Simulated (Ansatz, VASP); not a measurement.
**KRh in VASP and in Ansatz**

INCAR

```
SYSTEM = KRh
  ALGO = Fast
  EDIFF = 1E-7
  ENCUT = 520
  GGA = PE
  ISIF = 2
  ISMEAR = -1
  LASPH = .TRUE.
  LCHARG = .FALSE.
  LREAL = .FALSE.
  LWAVE = .FALSE.
  NBANDS = 19
  NELM = 80
  PREC = Accurate
  SIGMA = 0.05
```

File KPOINTS:

```
k-points
0
G
  7 7 7
  0 0 0
```

Contents of POSCAR:

```
KRh
1.0
    3.9526280347      0.0000000000      0.0000000000
    0.0000000000      3.9526280347      0.0000000000
    0.0000000000      0.0000000000      3.9526280347
K Rh
1 1
Direct
    0.0000000000      0.0000000000      0.0000000000
    0.5000000000      0.5000000000      0.5000000000
```

Contents of input.yaml:

```yaml
crystal:
  lattice:
    - [3.9526280347, 0.0, 0.0]
    - [0.0, 3.9526280347, 0.0]
    - [0.0, 0.0, 3.9526280347]
  atoms:
    - { symbol: K, position: [0.0, 0.0, 0.0] }
    - { symbol: Rh, position: [0.5, 0.5, 0.5] }
kpoints:
  mp_grid: { grid: [7, 7, 7] }
scf:
  occupations: { method: fermi_dirac, width: 0.05 }
hamiltonian:
  xc: pbe
  pseudopotentials: { kind: all_electron, lapw: { basis_error: 0.0005 } }
output:
  forces: true
  stress: true
  eigenvalues: true
```

Change from the starting cell: volume scaled by 1.02.

Alike in both runs: task single point; functional PBE; k mesh 7 × 7 × 7; occupations fermi-dirac, width 0.05 eV; no spin polarisation.

|  | VASP | Ansatz |
| --- | --- | --- |
| version | VASP 6.6.1 | Ansatz 0.2.0 |
| potentials or method | VASP PAW PBE potentials, release 64 (K_sv, Rh_pv), cutoff 520 eV | all-electron LAPW, scalar-relativistic |

```tsv
	VASP	Ansatz	Ansatz less VASP
gap on the k mesh at the Fermi level (eV)	none	none	-
pressure (GPa)	-3.5	-3.5	-0.05
```

A gap of «none» marks a metal or a gap that the smearing closes. Ansatz ran all-electron here, and VASP with PAW potentials.
